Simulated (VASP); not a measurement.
# Mn (Im-3m) in VASP: a series of runs

The runs below take Mn through single point, relaxation of cell and atoms, with LDA.

All numbers are computed with VASP 6.6.1; they aren't measurements. Logs are shortened: lines on timing, memory, paths and dates and some standing lists are left out, and cuts for length are marked.

## 1. The cell of the first run

The structure is cubic, space group Im-3m (No. 229). The conventional cell has a = 2.688 Å, b = 2.688 Å, c = 2.688 Å, α = 90.00°, β = 90.00°, γ = 90.00°. Within 3.1 Å of Mn (site symmetry m-3m) lie 14 Mn at 2.33 to 2.69 Å.

This isn't the form of Mn at room conditions, which is a 58-atom cubic cell.

## 2. Single point, LDA, collinear spin, antiferromagnetic start (9.71 Å³/atom)

Contents of INCAR:

```
PREC = Accurate
ENCUT = 520
EDIFF = 1E-6
ISMEAR = -1
SIGMA = 0.05
LREAL = False
LASPH = True
NELM = 150
ALGO = Normal
ISIF = 2
LWAVE = False
LCHARG = True
ISPIN = 2
MAGMOM = 3 -3
LORBIT = 11
LMAXMIX = 4
GGA = CA
LELF = True
LVHAR = True
NBANDS = 24
```

Contents of KPOINTS:

```
regular mesh
0
Gamma
  13 13 13
```

Contents of POSCAR:

```
Mn
1.0
    2.6878628610      0.0000000000      0.0000000000
    0.0000000000      2.6878628610      0.0000000000
    0.0000000000      0.0000000000      2.6878628610
Mn
2
Direct
    0.0000000000      0.0000000000      0.0000000000
    0.5000000000      0.5000000000      0.5000000000
```

Potentials or basis: VASP PAW LDA potentials, release 64 (Mn_pv).

On the command line:

```
$ cat potpaw_LDA.64/Mn_pv/POTCAR > POTCAR
$ mpirun -np 1 vasp_std > vasp.out
```

OUTCAR:

```text
PREC = Accurate
   ENCUT = 520
   EDIFF = 1E-6
   ISMEAR = -1
   LREAL = False
   LASPH = True
   NELM = 150
   ISIF = 2
   ISPIN = 2
   LORBIT = 11
   GGA = CA

 ion  position               nearest neighbor table
   1  0.000  0.000  0.000-   2 2.33   2 2.33   2 2.33   2 2.33   2 2.33   2 2.33   2 2.33   2 2.33

   2  0.500  0.500  0.500-   1 2.33   1 2.33   1 2.33   1 2.33   1 2.33   1 2.33   1 2.33   1 2.33

  LATTYP: Found a simple cubic cell.
 ALAT       =     2.6878628610

  Lattice vectors:

 A1 = (   2.6878628610,   0.0000000000,   0.0000000000)
 A2 = (   0.0000000000,   2.6878628610,   0.0000000000)
 A3 = (   0.0000000000,   0.0000000000,   2.6878628610)

Analysis of symmetry for initial positions (statically):
=====================================================================
 Subroutine PRICEL returns following result:

  LATTYP: Found a body centered cubic cell.
 ALAT       =     2.6878628610

  Lattice vectors:

 A1 = (   1.3439314305,   1.3439314305,  -1.3439314305)
 A2 = (  -1.3439314305,   1.3439314305,   1.3439314305)
 A3 = (   1.3439314305,  -1.3439314305,   1.3439314305)

   2 primitive cells build up your supercell.

 Routine SETGRP: Setting up the symmetry group for a
 simple cubic supercell.

 Subroutine GETGRP returns: Found 48 space group operations
 (whereof 48 operations were pure point group operations)
 out of a pool of 48 trial point group operations.

The static configuration has the point symmetry O_h .

Analysis of symmetry for dynamics (positions and initial velocities):
=====================================================================
 Subroutine PRICEL returns following result:

  LATTYP: Found a body centered cubic cell.
 ALAT       =     2.6878628610

  Lattice vectors:

 A1 = (   1.3439314305,   1.3439314305,  -1.3439314305)
 A2 = (  -1.3439314305,   1.3439314305,   1.3439314305)
 A3 = (   1.3439314305,  -1.3439314305,   1.3439314305)

   2 primitive cells build up your supercell.

 Routine SETGRP: Setting up the symmetry group for a
 simple cubic supercell.

 Subroutine GETGRP returns: Found 48 space group operations
 (whereof 48 operations were pure point group operations)
 out of a pool of 48 trial point group operations.

The dynamic configuration has the point symmetry O_h .

Analysis of structural, dynamic, and magnetic symmetry:
=====================================================================
 Subroutine PRICEL returns following result:

  LATTYP: Found a body centered cubic cell.
 ALAT       =     2.6878628610

  Lattice vectors:

 A1 = (   1.3439314305,   1.3439314305,  -1.3439314305)
 A2 = (  -1.3439314305,   1.3439314305,   1.3439314305)
 A3 = (   1.3439314305,  -1.3439314305,   1.3439314305)

   2 primitive cells build up your supercell.

 Routine SETGRP: Setting up the symmetry group for a
 simple cubic supercell.

 Subroutine GETGRP returns: Found 48 space group operations
 (whereof 48 operations were pure point group operations)
 out of a pool of 48 trial point group operations.

The overall configuration has the point symmetry O_h .

 Subroutine INISYM returns: Found 48 space group operations
 (whereof 48 operations are pure point group operations),
 and found     2 'primitive' translations

----------------------------------------------------------------------------------------

                                     Primitive cell

  volume of cell :       9.7094

  direct lattice vectors                    reciprocal lattice vectors
     1.343931430  1.343931431 -1.343931430     0.372042791  0.372042791  0.000000000
    -1.343931430  1.343931430  1.343931430    -0.000000000  0.372042791  0.372042791
     1.343931430 -1.343931430  1.343931431     0.372042791  0.000000000  0.372042791

  length of vectors
     2.327757520  2.327757520  2.327757520     0.526147960  0.526147960  0.526147960

  position of ions in fractional coordinates (direct lattice)
     0.000000000  0.000000000  0.000000000

  ion indices of the primitive-cell ions
   primitive index   ion index
                 1           1

----------------------------------------------------------------------------------------

 KPOINTS: regular mesh

Automatic generation of k-mesh.
 Grid dimensions read from file:
 generate k-points for:   13   13   13

 Generating k-lattice:

  Cartesian coordinates                     Fractional coordinates (reciprocal lattice)
     0.028618676  0.000000000  0.000000000     0.076923077  0.000000000  0.000000000
     0.000000000  0.028618676  0.000000000     0.000000000  0.076923077  0.000000000
     0.000000000  0.000000000  0.028618676     0.000000000  0.000000000  0.076923077

  Length of vectors
     0.028618676  0.028618676  0.028618676

  Shift w.r.t. Gamma in fractional coordinates (k-lattice)
     0.000000000  0.000000000  0.000000000

 Subroutine IBZKPT returns following result:
 ===========================================

 Found     84 irreducible k-points:

 Following reciprocal coordinates:
            Coordinates               Weight
  0.000000  0.000000  0.000000      1.000000
  0.076923  0.000000  0.000000      6.000000
  0.153846  0.000000  0.000000      6.000000
  0.230769  0.000000  0.000000      6.000000
  0.307692  0.000000  0.000000      6.000000
  0.384615  0.000000  0.000000      6.000000
[... 16 lines left out ...]
  0.307692  0.307692  0.000000     12.000000
  0.384615  0.307692  0.000000     24.000000
 [... further k-points ...]
   k-points           NKPTS =     84   k-points in BZ     NKDIM =     84   number of bands    NBANDS=     24
   number of dos      NEDOS =    301   number of ions     NIONS =      2
   total plane-waves  NPLWV =   8000
   dimension x,y,z NGX =    20 NGY =   20 NGZ =   20
   dimension x,y,z NGXF=    40 NGYF=   40 NGZF=   40
   ions per type =               2
   NGX,Y,Z   is equivalent  to a cutoff of  12.37, 12.37, 12.37 a.u.
   NGXF,Y,Z  is equivalent  to a cutoff of  24.74, 24.74, 24.74 a.u.
 SYSTEM =  unknown system
   PREC   = accura    normal or accurate (medium, high low for compatibility)
   ISTART =      0    job   : 0-new  1-cont  2-samecut
   ICHARG =      2    charge: 1-file 2-atom 10-const
   ISPIN  =      2    spin polarized calculation?
   LNONCOLLINEAR =      F non collinear calculations
   LSORBIT =      F    spin-orbit coupling
   LASPH  =      T    aspherical Exc in radial PAW
   ENCUT  =  520.0 eV  38.22 Ry    6.18 a.u.   5.00  5.00  5.00*2*pi/ulx,y,z
   NELM   =    150;   NELMIN=  2; NELMDL= -5     # of ELM steps
   EDIFF  = 0.1E-05   stopping-criterion for ELM
   LREAL  =      F    real-space projection
   EDIFFG = 0.1E-04   stopping-criterion for IOM
   NSW    =      0    number of steps for IOM
   IBRION =     -1    ionic relax: 0-MD 1-quasi-New 2-CG
   NFREE  =      0    steps in history (QN), initial steepest desc. (CG)
   ISIF   =      2    stress and relaxation
   ISYM   =      2    0-nonsym 1-usesym 2-fastsym
   POTIM  = 0.5000    time-step for ionic-motion
   TEBEG  =    0.0;   TEEND  =   0.0 temperature during run
   PSTRESS=    0.0 pullay stress
   NELECT =      26.0000    total number of electrons
   NUPDOWN=      -1.0000    fix difference up-down
   EMIN   =  10.00;   EMAX   =-10.00  energy-range for DOS
   EFERMI =   0.00;   METHOD = LEGACY
   ISMEAR =    -1;   SIGMA  =   0.05  broadening in eV -4-tet -1-fermi 0-gaus
   EFERMI_NEDOS =   21; number of points for ismear=-14 and -15
   IALGO  =     38    algorithm
   IMIX   =      4    mixing-type and parameters
     AMIX     =   0.40;   BMIX     =  1.00
     AMIX_MAG =   1.60;   BMIX_MAG =  1.00
  volume/ion in A,a.u.               =       9.71        65.52
  Fermi-wavevector in a.u.,A,eV,Ry     =   1.804370  3.409764 44.297164  3.255750
  Thomas-Fermi vector in A             =   2.864288
   LORBIT       =     11    0 simple, 1 ext, 2 COOP (PROOUT), +10 PAW based schemes
   GGA     = CA    functional components
   LHFCALC =     F    Hartree Fock is set to
   AEXX    =    0.0000 exact exchange contribution
   IVDW    =     0    specifies the selected vdW correction
   LEPSILON=     F    determine dielectric tensor
   LRPA    =     F    only Hartree local field effects (RPA)
 spin polarized calculation
  energy-cutoff  :      520.00
  volume of cell :       19.42
 maximum number of plane-waves:       537
 NGX is ok and might be reduce to    20
   NGX =  9   NGY =  9   NGZ =  9

 number of electron      26.0000057 magnetization      -0.0000000

 number of electron      26.0000057 magnetization       0.0000000

 Free energy of the ion-electron system (eV)
  ---------------------------------------------------
  ext. energy  EPLUGINS =         0.00000000
  ---------------------------------------------------
  free energy    TOTEN  =       -20.01182229 eV

  energy without entropy =      -19.97916413  energy(sigma->0) =      -19.99549321

 E-fermi :  12.2172     XC(G=0): -15.0065

 val. band max:       12.2090482898   @ k =   0.1538   0.0769   0.0000
 cond. band min:      12.2326174690   @ k =   0.4615   0.0769   0.0000
 fundamental gap:      0.0235691792
 Fermi energy:        12.2172180065

 spin component 1

 k-point     1 :       0.0000    0.0000    0.0000
  band No.  band energies     occupation
      1     -36.0661      1.00000
      2     -36.0661      1.00000
      3     -36.0661      1.00000
      4     -35.3225      1.00000
      5     -35.3225      1.00000
      6     -35.3225      1.00000
[... 637 lines left out ...]
     23      32.3289      0.00000
     24      36.8610      0.00000

 [... further k-points ...]

 spin component 2

 k-point     1 :       0.0000    0.0000    0.0000
  band No.  band energies     occupation
      1     -36.0661      1.00000
      2     -36.0661      1.00000
      3     -36.0661      1.00000
      4     -35.3225      1.00000
      5     -35.3225      1.00000
      6     -35.3225      1.00000
[... 637 lines left out ...]
     23      32.3289      0.00000
     24      36.8610      0.00000

 [... further k-points ...]

------------------------ aborting loop because EDIFF is reached ----------------------------------------

  FORCE on cell =-STRESS in cart. coord.  units (eV):
  Direction    XX          YY          ZZ          XY          YZ          ZX
  --------------------------------------------------------------------------------------
  -------------------------------------------------------------------------------------
  Total        1.8230049      1.8230049      1.8230049     -0.0000000      0.0000000     -0.0000000
  in kB      150.4101328    150.4101328    150.4101328     -0.0000000      0.0000000     -0.0000000
  external PRESSURE =     150.4101328 kB  Pullay stress =       0.0000000 kB

 VOLUME and BASIS-vectors are now :
 -----------------------------------------------------------------------------
  energy-cutoff  :      520.00
  volume of cell :       19.42
      direct lattice vectors                 reciprocal lattice vectors
     2.687862861  0.000000000  0.000000000     0.372042791  0.000000000  0.000000000
     0.000000000  2.687862861  0.000000000     0.000000000  0.372042791  0.000000000
     0.000000000  0.000000000  2.687862861     0.000000000  0.000000000  0.372042791

 POSITION                                       TOTAL-FORCE (eV/Angst)
 -----------------------------------------------------------------------------------
      0.00000      0.00000      0.00000         0.000000     -0.000000     -0.000000
      1.34393      1.34393      1.34393         0.000000      0.000000      0.000000
 -----------------------------------------------------------------------------------
    total drift:                               -0.000000      0.000000      0.000000

  FREE ENERGIE OF THE ION-ELECTRON SYSTEM (eV)
  ---------------------------------------------------
  free  energy   TOTEN  =       -20.0118222859 eV

  energy  without entropy=      -19.9791641330  energy(sigma->0) =      -19.99549321

 total charge

# of ion       s       p       d       tot
------------------------------------------
    1        0.459   6.478   5.271  12.207
    2        0.459   6.478   5.271  12.207
--------------------------------------------------
tot          0.918  12.956  10.541  24.415

 magnetization (x)

# of ion       s       p       d       tot
------------------------------------------
    1       -0.000   0.000   0.000   0.000
    2        0.000  -0.000  -0.000  -0.000
--------------------------------------------------
tot          0.000   0.000   0.000   0.000
```

Wall time 1.9 min (1 thread of Intel Xeon 8259CL, shared host); peak memory 0.16 GiB.

Results:

| Property | Result |
| --- | --- |
| Free energy | -20.0118 eV |
| Pressure | 15.0 GPa |
| Band gap on the k mesh | zero (filled and empty bands overlap) |
| Net moment | 0.00 μB per cell |
| Valence electrons inside the program's atomic spheres | Mn 12.21 |

Caveat: the cell stands under pressure; the moments typed at the start vanished in this run.

## 3. Single point, LDA, collinear spin, antiferromagnetic start (10.92 Å³/atom)

This run uses another cell than the first one, of 10.92 Å³/atom.

Contents of INCAR:

```
SYSTEM = Mn
ALGO = Normal ; EDIFF = 1E-7
ENCUT = 520 ; ISIF = 2
ISMEAR = -1 ; ISPIN = 2
LASPH = .True. ; LCHARG = .False.
LMAXMIX = 4 ; LORBIT = 11
LREAL = .False. ; LWAVE = .False.
MAGMOM = 3 -3 ; NBANDS = 24
NELM = 150 ; PREC = Accurate
SIGMA = 0.05
```

Contents of KPOINTS:

```
k-points
0
Gamma
  13 13 13
  0 0 0
```

Contents of POSCAR:

```
Mn
1.0
    2.7954900278      0.0000000000      0.0000000000
    0.0000000000      2.7954900278      0.0000000000
    0.0000000000      0.0000000000      2.7954900278
Mn
2
Direct
    0.0000000000      0.0000000000      0.0000000000
    0.5000000000      0.5000000000      0.5000000000
```

Potentials or basis: VASP PAW LDA potentials, release 64 (Mn_pv).

On the command line:

```
$ cat potpaw_LDA.64/Mn_pv/POTCAR > POTCAR
$ mpirun -np 1 vasp_std > vasp.out
```

OUTCAR:

```text
SYSTEM = Mn
   EDIFF = 1E-7
   ENCUT = 520
   ISIF = 2
   ISMEAR = -1
   ISPIN = 2
   LASPH = .True.
   LORBIT = 11
   LREAL = .False.
   NELM = 150
   PREC = Accurate

 ion  position               nearest neighbor table
   1  0.000  0.000  0.000-   2 2.42   2 2.42   2 2.42   2 2.42   2 2.42   2 2.42   2 2.42   2 2.42

   2  0.500  0.500  0.500-   1 2.42   1 2.42   1 2.42   1 2.42   1 2.42   1 2.42   1 2.42   1 2.42

  LATTYP: Found a simple cubic cell.
 ALAT       =     2.7954900278

  Lattice vectors:

 A1 = (   2.7954900278,   0.0000000000,   0.0000000000)
 A2 = (   0.0000000000,   2.7954900278,   0.0000000000)
 A3 = (   0.0000000000,   0.0000000000,   2.7954900278)

Analysis of symmetry for initial positions (statically):
[... 1540 lines left out ...]
  energy-cutoff  :      520.00
  volume of cell :       21.85
      direct lattice vectors                 reciprocal lattice vectors
     2.795490028  0.000000000  0.000000000     0.357719037  0.000000000  0.000000000
     0.000000000  2.795490028  0.000000000     0.000000000  0.357719037  0.000000000
     0.000000000  0.000000000  2.795490028     0.000000000  0.000000000  0.357719037

 POSITION                                       TOTAL-FORCE (eV/Angst)
 -----------------------------------------------------------------------------------
      0.00000      0.00000      0.00000        -0.000000     -0.000000     -0.000000
      1.39775      1.39775      1.39775         0.000000      0.000000      0.000000
 -----------------------------------------------------------------------------------
    total drift:                                0.000000      0.000000     -0.000000

  FREE ENERGIE OF THE ION-ELECTRON SYSTEM (eV)
  ---------------------------------------------------
  free  energy   TOTEN  =       -19.9372037628 eV

  energy  without entropy=      -19.8982258323  energy(sigma->0) =      -19.91771480

 total charge

# of ion       s       p       d       tot
------------------------------------------
    1        0.412   6.394   5.149  11.955
    2        0.412   6.394   5.149  11.955
--------------------------------------------------
tot          0.824  12.788  10.298  23.910

 magnetization (x)

# of ion       s       p       d       tot
------------------------------------------
    1        0.000  -0.000   0.000   0.000
    2       -0.000   0.000  -0.000  -0.000
--------------------------------------------------
tot          0.000   0.000   0.000   0.000
```

OSZICAR:

```text
N       E                     dE             d eps       ncg     rms          rms(c)
DAV:   1     0.247282888001E+03    0.24728E+03   -0.14539E+04  8416   0.150E+03
DAV:   2    -0.117689857564E+02   -0.25905E+03   -0.24772E+03  8352   0.402E+02
DAV:   3    -0.220442636303E+02   -0.10275E+02   -0.10218E+02  8752   0.908E+01
DAV:   4    -0.221337761473E+02   -0.89513E-01   -0.89503E-01  9128   0.834E+00
DAV:   5    -0.221352139114E+02   -0.14378E-02   -0.14378E-02  8832   0.108E+00    0.223E+01
DAV:   6    -0.197831317929E+02    0.23521E+01   -0.77208E+00  8144   0.404E+01    0.687E+00
DAV:   7    -0.198701040011E+02   -0.86972E-01   -0.55423E-01  8656   0.606E+00    0.454E+00
DAV:   8    -0.198996715635E+02   -0.29568E-01   -0.98169E-02 10184   0.266E+00    0.204E+00
DAV:   9    -0.199365405864E+02   -0.36869E-01   -0.75785E-01  9456   0.660E+00    0.499E-01
DAV:  10    -0.199368630607E+02   -0.32247E-03   -0.12381E-02  8360   0.103E+00    0.200E-01
DAV:  11    -0.199370087974E+02   -0.14574E-03   -0.15522E-03  9600   0.347E-01    0.137E-01
DAV:  12    -0.199371817133E+02   -0.17292E-03   -0.21784E-03 11192   0.434E-01    0.416E-02
DAV:  13    -0.199372018042E+02   -0.20091E-04   -0.28524E-04 11480   0.164E-01    0.131E-02
DAV:  14    -0.199372034994E+02   -0.16952E-05   -0.16363E-05  8344   0.380E-02    0.121E-02
DAV:  15    -0.199372034122E+02    0.87180E-07   -0.16980E-06  9504   0.155E-02    0.771E-03
DAV:  16    -0.199372036025E+02   -0.19027E-06   -0.19771E-07  4768   0.439E-03    0.718E-03
DAV:  17    -0.199372037413E+02   -0.13879E-06   -0.47133E-07  5664   0.993E-03    0.283E-03
DAV:  18    -0.199372037628E+02   -0.21534E-07   -0.92742E-08  4296   0.417E-03
   1 F= -.19937204E+02 E0= -.19917715E+02  d E =-.389779E-01  mag=    -0.0000
```

stdout:

```text
POSCAR found type information on POSCAR Mn
 POSCAR found :  1 types and       2 ions
 scaLAPACK will be used
 LDA part: xc-table for (Slater(with rela. corr.)+CA(PZ))
 , standard interpolation
 POSCAR, INCAR and KPOINTS ok, starting setup
 FFT: planning ... GRIDC
 FFT: planning ... GRID_SOFT
 FFT: planning ... GRID
 WAVECAR not read
 entering main loop
```

Wall time 2.6 min (1 thread of Intel Xeon 8259CL, shared host); peak memory 0.18 GiB.

Results:

```yaml
Free_energy: -19.9372 eV
Pressure: -21.2 GPa
Band_gap_on_the_k_mesh: zero (filled and empty bands overlap)
Net_moment: 0.00 μB per cell
Valence_electrons_inside_the_program's_atomic_spheres: Mn 11.96
```

Caveat: the cell stands under tension; the moments typed at the start vanished in this run.

[end of part 1 of 2]

The gap in the log of VASP goes by the Fermi energy; the results here count the filled bands.